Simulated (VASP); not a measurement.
Input of a VASP 6.6.1 run:

The input INCAR:

```
SYSTEM = Zr
  PREC = Accurate
  ENCUT = 520
  EDIFF = 1E-7
  ISMEAR = 0
  SIGMA = 0.15
  LREAL = .FALSE.
  LASPH = .TRUE.
  NELM = 80
  ALGO = Fast
  ISIF = 2
  LWAVE = .FALSE.
  LCHARG = .FALSE.
  GGA = PE
  NBANDS = 19
```

File KPOINTS:

```
Automatic mesh
0
G
  18 18 10
  0 0 0
```

The input POSCAR:

```
Zr
1.0
    3.2319982225      0.0000000000      0.0000000000
   -1.6159991112      2.7989925657      0.0000000000
    0.0000000000      0.0000000000      5.1470000000
Zr
2
Direct
    0.3601286885      0.7202573771      0.2500000000
    0.6666666667      0.3333333333      0.7500000000
```

Potentials or basis: VASP PAW PBE potentials, release 64 (Zr_sv).

Command:

```console
$ cat potpaw_PBE.64/Zr_sv/POTCAR > POTCAR
$ mpirun -np 1 vasp_std > vasp.out
```

Q: Predict the band gap on the k mesh.

A: Zero (bands 12 and 13 overlap by 1.35 eV).

Q: What does it give for the pressure?

A: 0.4 GPa.

Forces on the atoms (eV/Å):
```
Zr   0.000 -0.142  0.000
Zr   0.000  0.142  0.000
```

Caveat: the cell differs from its parent crystal (atom 1 (Zr) moved by (+0.150, +0.000) A along y and z).
